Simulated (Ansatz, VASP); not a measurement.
## One calculation of Nb, two programs

INCAR

```
SYSTEM = Nb
ALGO = Normal
EDIFF = 1E-6
ENCUT = 520
GGA = PE
ISIF = 2
ISMEAR = 0
LASPH = .True.
LCHARG = .False.
LREAL = .False.
LWAVE = .False.
NBANDS = 12
NELM = 80
PREC = Accurate
SIGMA = 0.15
```

File KPOINTS:

```
k-points
0
Gamma
  22 22 22
  0 0 0
```

POSCAR

```
Nb
1.0
   -0.8804519935      1.7609039869      1.7609039869
    1.7609039869     -0.8804519935      1.7609039869
    1.7609039869      1.7609039869     -0.8804519935
Nb
1
Direct
    0.0000000000      0.0000000000      0.0000000000
```

Input for Ansatz:

```yaml
crystal:
  lattice:
    - [-0.8804519935, 1.7609039869, 1.7609039869]
    - [1.7609039869, -0.8804519935, 1.7609039869]
    - [1.7609039869, 1.7609039869, -0.8804519935]
  atoms:
    - { symbol: Nb, position: [0.0, 0.0, 0.0] }
basis:
  ecutwfc: 420
kpoints:
  mp_grid: { grid: [22, 22, 22] }
hamiltonian:
  xc: pbe
scf:
  occupations: { method: gaussian, width: 0.15 }
output:
  forces: true
  stress: true
  eigenvalues: true
```

Alike in both runs: task single point; functional PBE; k mesh 22 × 22 × 22; occupations gaussian, width 0.15 eV; no spin polarisation.

```csv
,VASP,Ansatz
version,VASP 6.6.1,Ansatz 0.2.0
potentials or method,"VASP PAW PBE potentials, release 64 (Nb_sv), cutoff 520 eV","scalar-relativistic, plane waves, PAW"
valence electrons in the cell,13,13
```

```tsv
	VASP	Ansatz	Ansatz less VASP
gap on the k mesh at the Fermi level (eV)	none	none	-
pressure (GPa)	13.3	13.4	+0.15
```

A gap of «none» marks a metal or a gap that the smearing closes. The functional is the same, so the differences come from potentials, cutoffs and numerics.
